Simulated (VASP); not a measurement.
Runs of VASP 6.6.1 on Co. The structure is that of space group P6_3/mmc (No. 194), or close to it. The cells are those of the table. 

```csv
cell,gap on the mesh (eV),pressure (GPa),moment (μB)
"a = 2.468, b = 2.468, c = 4.008 Å, angles 90.0, 90.0, 120.0°, 2 atoms",none,(b),(c)
"a = 2.494, b = 2.494, c = 4.050 Å, angles 90.0, 90.0, 120.0°, 2 atoms",none,-11.5,(a)
"a = 2.544, b = 2.544, c = 4.091 Å, angles 90.0, 90.0, 120.0°, 2 atoms",none,-19.6,3.29
"a = 2.595, b = 2.595, c = 4.091 Å, angles 90.0, 90.0, 120.0°, 2 atoms",none,-24.6,3.33
"a = 2.469, b = 2.469, c = 4.091 Å, angles 90.0, 90.0, 120.0°, 2 atoms",none,-9.5,3.20
```

Alike in all rows: task single point; level PBEsol; potentials or basis VASP PAW PBE potentials, release 64 (Co); spin collinear, ferromagnetic start; k mesh 19 × 19 × 10; cutoff (eV) 520; smearing fermi-dirac 0.05 eV.

Question: Estimate the missing entries.

Answer: (a) 3.22; (b) -5.4; (c) 3.16.

Caveats: the PAW data sets were made with another functional, which shifts forces and pressure a little; the cell stands under tension (at least some runs); the stress differs along the axes, from -14 to -7 GPa (at least some runs).

A gap of «none» marks levels without a gap at the run's occupations.
